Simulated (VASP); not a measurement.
Wanted: the native input for a VASP 6.6.1 run.

| Item | Value |
| --- | --- |
| Task | single point |
| Functional | PBEsol |
| Potentials or basis | VASP PAW PBE potentials, release 64 (Mg) |
| Cutoff | 600 eV |
| k mesh | 14 × 14 × 14 |
| Occupations | gaussian, width 0.1 eV |
| Spin | no spin polarisation |
| Dipole correction | no |
| Further INCAR settings | ALGO = Normal; EDIFF = 1e-06; NBANDS = 7 |

The structure of Mg lies in POSCAR:

```
Mg
1.0
    0.0000000000      2.4468636958      2.4468636958
    2.4468636958      0.0000000000      2.4468636958
    2.4468636958      2.4468636958      0.0000000000
Mg
1
Direct
    0.0000000000      0.0000000000      0.0000000000
```

This cell differs from its parent crystal: Hg replaced by Mg, lengths x 1.041, strained.

One way to write it, as run:

INCAR

```
SYSTEM = Mg
ALGO = Normal
EDIFF = 1E-6
ENCUT = 600
GGA = PS
GGA_COMPAT = .False.
ISIF = 2
ISMEAR = 0
LASPH = .True.
LCHARG = .False.
LREAL = .False.
LWAVE = .False.
NBANDS = 7
NELM = 120
PREC = Accurate
SIGMA = 0.1
```

KPOINTS

```
k-points
0
Gamma
  14 14 14
  0 0 0
```

Potentials or basis: VASP PAW PBE potentials, release 64 (Mg).

Command:

```bash
$ cat potpaw_PBE.64/Mg/POTCAR > POTCAR
$ mpirun -np 1 vasp_std > vasp.out
```

Results of the run:

```yaml
Pressure: -5.6 GPa
Band_gap_on_the_k_mesh: zero (band 1 reaches 2.39 eV, above the bottom of band 2 at 0.14 eV)
```

Caveat: the cell differs from its parent crystal (Hg replaced by Mg, lengths x 1.041, strained); the PAW data sets were made with another functional, which shifts forces and pressure a little.

It took 7.2 s on 1 thread of Intel(R) Xeon(R) 6975P-C (Granite Rapids), with other jobs on the host, peak memory 0.17 GiB.
